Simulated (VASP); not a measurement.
# Si3Mo (I4/mmm) in VASP: relaxation of cell and atoms with PBE

Aim: the relaxation of cell and atoms of Si3Mo with PBE.

All numbers are computed with VASP 6.6.1; they aren't measurements. Logs are shortened: lines on timing, memory, paths and dates and some standing lists are left out, and cuts for length are marked.

## Step 1: The cell of the first run

Symmetry: I4/mmm, No. 139, tetragonal system. The conventional cell has a = 3.771 Å, b = 3.771 Å, c = 7.783 Å, α = 90.00°, β = 90.00°, γ = 90.00°. Within 3.5 Å of Si (site symmetry 4/mmm) lie 4 Mo at 2.67 Å and 8 Si at 2.71 Å. Within 3.5 Å of Si (site symmetry -4m2) lie 8 Si at 2.67 to 2.71 Å and 4 Mo at 2.71 Å. Mo (site symmetry 4/mmm) has 12 Si at 2.67 to 2.71 Å within 3.5 Å.

## Step 2: Relaxation of cell and atoms, PBE

Input file INCAR:

```
SYSTEM = Si3Mo
ALGO     = Fast           ! electronic algorithm
EDIFF    = 1E-6           ! SCF threshold, eV
EDIFFG   = -0.01          ! ionic threshold
ENCUT    = 600            ! plane-wave cutoff, eV
GGA      = PE             ! functional
IBRION   = 2              ! ionic algorithm
ISIF     = 3              ! what is computed and relaxed
ISMEAR   = 0              ! smearing method
LASPH    = .True.         ! aspherical terms in the spheres
LCHARG   = .False.        ! write CHGCAR
LREAL    = .False.        ! projectors in reciprocal space
LWAVE    = .False.        ! write WAVECAR
NELM     = 60             ! most SCF steps
NSW      = 100            ! ionic steps
PREC     = Accurate       ! precision mode
SIGMA    = 0.1            ! smearing width, eV
```

Input file KPOINTS:

```
k-points
0
Gamma
  18 18 18
  0 0 0
```

Input file POSCAR:

```
Si3Mo
1.0
   -1.8856943956      1.8856943956      3.8913723490
    1.8856943956     -1.8856943956      3.8913723490
    1.8856943956      1.8856943956     -3.8913723490
Si Mo
3 1
Direct
    0.5000000000      0.5000000000      0.0000000000
    0.2500000000      0.7500000000      0.5000000000
    0.7500000000      0.2500000000      0.5000000000
    0.0000000000      0.0000000000      0.0000000000
```

Potentials or basis: VASP PAW PBE potentials, release 64 (Si, Mo_sv).

Command:

```console
$ cat potpaw_PBE.64/Si/POTCAR potpaw_PBE.64/Mo_sv/POTCAR > POTCAR
$ mpirun -np 1 vasp_std > vasp.out
```

OUTCAR:

```text
SYSTEM = Si3Mo
   EDIFF = 1E-6
   EDIFFG = -0.01
   ENCUT = 600
   GGA = PE
   IBRION = 2
   ISIF = 3
   ISMEAR = 0
   LASPH = .True.
   LREAL = .False.
   NELM = 60
   NSW = 100
   PREC = Accurate

 ion  position               nearest neighbor table
   1  0.500  0.500  0.000-   4 2.67   4 2.67   4 2.67   4 2.67   3 2.71   2 2.71   3 2.71   2 2.71
                             2 2.71   2 2.71   3 2.71   3 2.71
   2  0.250  0.750  0.500-   3 2.67   3 2.67   3 2.67   3 2.67   4 2.71   1 2.71   4 2.71   1 2.71
                             4 2.71   4 2.71   1 2.71   1 2.71
   3  0.750  0.250  0.500-   2 2.67   2 2.67   2 2.67   2 2.67   4 2.71   1 2.71   4 2.71   1 2.71
                             1 2.71   1 2.71   4 2.71   4 2.71
   4  0.000  0.000  0.000-   1 2.67   1 2.67   1 2.67   1 2.67   3 2.71   2 2.71   3 2.71   2 2.71
                             3 2.71   3 2.71   2 2.71   2 2.71

  LATTYP: Found a body centered tetragonal cell.
 ALAT       =     3.7713887912
 C/A-ratio  =     2.0636283154

  Lattice vectors:

 A1 = (  -1.8856943956,   1.8856943956,   3.8913723490)
 A2 = (   1.8856943956,  -1.8856943956,   3.8913723490)
 A3 = (   1.8856943956,   1.8856943956,  -3.8913723490)

Analysis of symmetry for initial positions (statically):
=====================================================================
 Subroutine PRICEL returns:
 Original cell was already a primitive cell.

 Routine SETGRP: Setting up the symmetry group for a
 body centered tetragonal supercell.

 Subroutine GETGRP returns: Found 16 space group operations
 (whereof 16 operations were pure point group operations)
 out of a pool of 16 trial point group operations.

The static configuration has the point symmetry D_4h.

Analysis of symmetry for dynamics (positions and initial velocities):
=====================================================================
 Subroutine PRICEL returns:
 Original cell was already a primitive cell.

 Routine SETGRP: Setting up the symmetry group for a
 body centered tetragonal supercell.

 Subroutine GETGRP returns: Found 16 space group operations
 (whereof 16 operations were pure point group operations)
 out of a pool of 16 trial point group operations.

The dynamic configuration has the point symmetry D_4h.

 Subroutine INISYM returns: Found 16 space group operations
 (whereof 16 operations are pure point group operations),
 and found     1 'primitive' translations

[... 105 lines left out ...]
   ISYM   =      2    0-nonsym 1-usesym 2-fastsym
   POTIM  = 0.5000    time-step for ionic-motion
   TEBEG  =    0.0;   TEEND  =   0.0 temperature during run
   PSTRESS=    0.0 pullay stress
   NELECT =      26.0000    total number of electrons
   NUPDOWN=      -1.0000    fix difference up-down
   EMIN   =  10.00;   EMAX   =-10.00  energy-range for DOS
   EFERMI =   0.00;   METHOD = LEGACY
   ISMEAR =     0;   SIGMA  =   0.10  broadening in eV -4-tet -1-fermi 0-gaus
   EFERMI_NEDOS =   21; number of points for ismear=-14 and -15
   IALGO  =     68    algorithm
   IMIX   =      4    mixing-type and parameters
     AMIX     =   0.40;   BMIX     =  1.00
     AMIX_MAG =   1.60;   BMIX_MAG =  1.00
  volume/ion in A,a.u.               =      13.84        93.38
  Fermi-wavevector in a.u.,A,eV,Ry     =   1.272616  2.404896 22.035346  1.619552
  Thomas-Fermi vector in A             =   2.405485
   LORBIT       =      0    0 simple, 1 ext, 2 COOP (PROOUT), +10 PAW based schemes
   GGA     = PE    functional components
   LHFCALC =     F    Hartree Fock is set to
   AEXX    =    0.0000 exact exchange contribution
   IVDW    =     0    specifies the selected vdW correction
   LEPSILON=     F    determine dielectric tensor
   LRPA    =     F    only Hartree local field effects (RPA)
 conjugate gradient relaxation of ions
 non-spin polarized calculation
 RMM-DIIS sequential band-by-band and
 Gauss-broadening in eV      SIGMA  =   0.10
  energy-cutoff  :      600.00
  volume of cell :       55.35
 maximum number of plane-waves:      1879
 NGX is ok and might be reduce to    40
   NGX = 19   NGY = 19   NGZ = 19

--------------------------------------- Ionic step        1  -------------------------------------------

 number of electron      26.0000000 magnetization

 Free energy of the ion-electron system (eV)
  ---------------------------------------------------
  ext. energy  EPLUGINS =         0.00000000
  ---------------------------------------------------
  free energy    TOTEN  =       -26.22662717 eV

  energy without entropy =      -26.20740882  energy(sigma->0) =      -26.21701799

------------------------ aborting loop because EDIFF is reached ----------------------------------------

  FORCE on cell =-STRESS in cart. coord.  units (eV):
  Direction    XX          YY          ZZ          XY          YZ          ZX
  --------------------------------------------------------------------------------------
  -------------------------------------------------------------------------------------
  Total       -0.1602742     -0.1602742      0.0621187      0.0000000     -0.0000000      0.0000000
  in kB       -4.6394746     -4.6394746      1.7981574      0.0000000     -0.0000000      0.0000000
  external PRESSURE =      -2.4935973 kB  Pullay stress =       0.0000000 kB
[... 101 lines left out ...]
--------------------------------------- Ionic step        4  -------------------------------------------

 number of electron      26.0000000 magnetization

 Free energy of the ion-electron system (eV)
  ---------------------------------------------------
  ext. energy  EPLUGINS =         0.00000000
  ---------------------------------------------------
  free energy    TOTEN  =       -26.22704089 eV

  energy without entropy =      -26.20766767  energy(sigma->0) =      -26.21735428

 E-fermi :  11.8914     XC(G=0): -12.0637

 val. band max:       11.8908043021   @ k =   0.4444   0.2222   0.1111
 cond. band min:      11.8925766621   @ k =  -0.3889   0.3889   0.1111
 fundamental gap:      0.0017723600
 Fermi energy:        11.8914375812

 k-point     1 :       0.0000    0.0000    0.0000
  band No.  band energies     occupation
      1     -49.0350      2.00000
      2     -23.2055      2.00000
      3     -23.2055      2.00000
      4     -23.1814      2.00000
      5      -2.1240      2.00000
      6       5.8857      2.00000
[... 457 lines left out ...]
      4     -23.1808      2.00000
      5      -1.4872      2.00000
      6       4.4329      2.00000
[... 9 lines left out ...]
     16      14.0998      0.00000
     17      14.5336      0.00000

 [... further k-points ...]
[... 5 lines left out ...]
  --------------------------------------------------------------------------------------
  -------------------------------------------------------------------------------------
  Total        0.0141450      0.0141450     -0.0040371      0.0000000      0.0000000      0.0000000
  in kB        0.4101663      0.4101663     -0.1170634      0.0000000      0.0000000      0.0000000
  external PRESSURE =       0.2344231 kB  Pullay stress =       0.0000000 kB
[... 19 lines left out ...]
  FREE ENERGIE OF THE ION-ELECTRON SYSTEM (eV)
  ---------------------------------------------------
  free  energy   TOTEN  =       -26.2270408897 eV

  energy  without entropy=      -26.2076676678  energy(sigma->0) =      -26.21735428

 reached required accuracy - stopping structural energy minimisation
```

OSZICAR:

```text
N       E                     dE             d eps       ncg     rms          rms(c)
DAV:   1     0.152748748111E+03    0.15275E+03   -0.14038E+04 16320   0.159E+03
DAV:   2    -0.217150604772E+02   -0.17446E+03   -0.17255E+03 19856   0.351E+02
DAV:   3    -0.271757149254E+02   -0.54607E+01   -0.52528E+01 22107   0.505E+01
[... 32 lines left out ...]
RMM:   3    -0.262270881760E+02    0.59376E-03   -0.10214E-03 16320   0.241E-01    0.527E-02
RMM:   4    -0.262270452886E+02    0.42887E-04   -0.33484E-04 16958   0.122E-01    0.180E-02
RMM:   5    -0.262270418487E+02    0.34399E-05   -0.47175E-05 16753   0.498E-02    0.984E-03
RMM:   6    -0.262270409010E+02    0.94761E-06   -0.11672E-05 15528   0.212E-02    0.316E-03
RMM:   7    -0.262270408897E+02    0.11369E-07   -0.16891E-06 10573   0.892E-03
   4 F= -.26227041E+02 E0= -.26217354E+02  d E =-.123010E-03
```

CONTCAR:

```text
Si3Mo
   1.00000000000000
    -1.8813827894781832    1.8813827894781832    3.9024679754563696
     1.8813827894781832   -1.8813827894781832    3.9024679754563696
     1.8813827894781832    1.8813827894781832   -3.9024679754563696
  Si              Mo
     3     1
Direct
     0.5000000000000000    0.5000000000000000    0.0000000000000000
     0.2500000000000000    0.7500000000000000    0.5000000000000000
     0.7500000000000000    0.2500000000000000    0.5000000000000000
     0.0000000000000000    0.0000000000000000    0.0000000000000000

  0.00000000E+00  0.00000000E+00  0.00000000E+00
  0.00000000E+00  0.00000000E+00  0.00000000E+00
  0.00000000E+00  0.00000000E+00  0.00000000E+00
  0.00000000E+00  0.00000000E+00  0.00000000E+00
```

Run time: 21 min. Hardware: 1 thread of Oxide Virtual Turin-like, shared host; peak memory 0.64 GiB.

What came out:

```yaml
Free_energy: -26.2270 eV
Relaxed_volume: 13.81 Å³/atom
Relaxed_cell: a = 4.723 Å, b = 4.723 Å, c = 4.723 Å, α = 133.05°, β = 133.05°, γ = 68.57°
Space_group_after_relaxing_to_0.1_Å: I4/mmm (No. 139)
Energy_gained_by_relaxing: 0.1 meV/atom
Ionic_steps: 4
Pressure_after_relaxing: 0.0 GPa
Band_gap_on_the_k_mesh: zero (bands 13 and 14 overlap by 1.50 eV)
```

Step by step:
```
step  energy change (eV)  largest force (eV/Å)  pressure (GPa)  volume (Å³)
   1              0.0000                0.0000           -0.25        55.35
   2             -0.0003                0.0000            0.22        55.18
   3             -0.0003                0.0000            0.23        55.19
   4             -0.0004                0.0000            0.02        55.25
```

Final structure:
```
CELL_PARAMETERS angstrom
-1.88138 1.88138 3.90247
1.88138 -1.88138 3.90247
1.88138 1.88138 -3.90247
ATOMIC_POSITIONS crystal
Si 0.50000 0.50000 0.00000
Si 0.25000 0.75000 0.50000
Si 0.75000 0.25000 0.50000
Mo 0.00000 0.00000 0.00000
```
